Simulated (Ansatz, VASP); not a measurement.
**Two plane-wave programs on CdO**

File INCAR:

```
PREC = Accurate
ENCUT = 520
EDIFF = 1E-6
ISMEAR = 0
SIGMA = 0.1
LREAL = F
LASPH = T
NELM = 120
ALGO = Normal
ISIF = 2
LWAVE = F
LCHARG = F
LDIPOL = T
IDIPOL = 3
DIPOL = 0.5 0.5 0.500
GGA = PS
NBANDS = 66
GGA_COMPAT = F
NELMDL = -8
```

Contents of KPOINTS:

```
Automatic mesh
0
Gamma
  10 10 1
```

The input POSCAR:

```
CdO
1.0
    3.3170002740      0.0000000000      0.0000000000
    0.0000000000      3.3170002740      0.0000000000
    0.0000000000      0.0000000000     21.7334800570
Cd O
6 6
Direct
    0.5000000000      0.5000000000      0.2311245805
    0.0000000000      0.0000000000      0.3379130022
    0.5000000000      0.5000000000      0.4460727724
    0.0000000000      0.0000000000      0.5539272860
    0.5000000000      0.5000000000      0.6620870427
    0.0000000000      0.0000000000      0.7688754580
    0.0000000001      0.0000000000      0.2300597965
    0.5000000000      0.5000000000      0.3383062675
    0.0000000000      0.0000000000      0.4459600595
    0.5000000000      0.5000000000      0.5540399734
    0.0000000000      0.0000000000      0.6616937797
    0.5000000000      0.5000000000      0.7699402035
```

Input for Ansatz:

```yaml
crystal:
  lattice:
    - [3.317000274, 0.0, 0.0]
    - [0.0, 3.317000274, 0.0]
    - [0.0, 0.0, 21.733480057]
  atoms:
    - { symbol: Cd, position: [0.5, 0.5, 0.2311245805] }
    - { symbol: O, position: [1.0e-10, 0.0, 0.2300597965] }
    - { symbol: Cd, position: [0.0, 0.0, 0.3379130022] }
    - { symbol: O, position: [0.5, 0.5, 0.3383062675] }
    - { symbol: Cd, position: [0.5, 0.5, 0.4460727724] }
    - { symbol: O, position: [0.0, 0.0, 0.4459600595] }
    - { symbol: Cd, position: [0.0, 0.0, 0.553927286] }
    - { symbol: O, position: [0.5, 0.5, 0.5540399734] }
    - { symbol: Cd, position: [0.5, 0.5, 0.6620870427] }
    - { symbol: O, position: [0.0, 0.0, 0.6616937797] }
    - { symbol: Cd, position: [0.0, 0.0, 0.768875458] }
    - { symbol: O, position: [0.5, 0.5, 0.7699402035] }
basis:
  ecutwfc: 420
kpoints:
  mp_grid: { grid: [10, 10, 1] }
scf:
  occupations: { method: gaussian, width: 0.1 }
  n_extra_bands: 4
hamiltonian:
  xc: pbesol
  pseudopotentials: { kind: paw, azcp: { folder: soft_1 } }
output:
  eigenvalues: true
  forces: true
  stress: false
efield:
  axis: 3
  dipole_correction: true
```

Alike in both runs: task single point; functional PBEsol; k mesh 10 × 10 × 1; occupations gaussian, width 0.1 eV; no spin polarisation.

|  | VASP | Ansatz |
| --- | --- | --- |
| version | VASP 6.6.1 | Ansatz 0.2.0 |
| potentials or method | VASP PAW PBE potentials, release 64 (Cd, O), cutoff 520 eV | plane-wave PAW, scalar-relativistic |
| valence electrons in the cell | 108 | 156 |

Ansatz gave:

- rms of the force components (eV/Å): 0.002

Problem. What did VASP give for the same quantities?

Solution. rms of the force components (eV/Å): 0.021.

VASP's potentials were made for PBE, not for PBEsol, and Ansatz warns of the same on its side. The functional is the same, so the differences come from potentials, cutoffs and numerics. VASP's potentials hold 108 valence electrons a cell and Ansatz's 156, so a difference there can come from the potentials and not from the codes. Ansatz's warnings: vacuum density over bound.
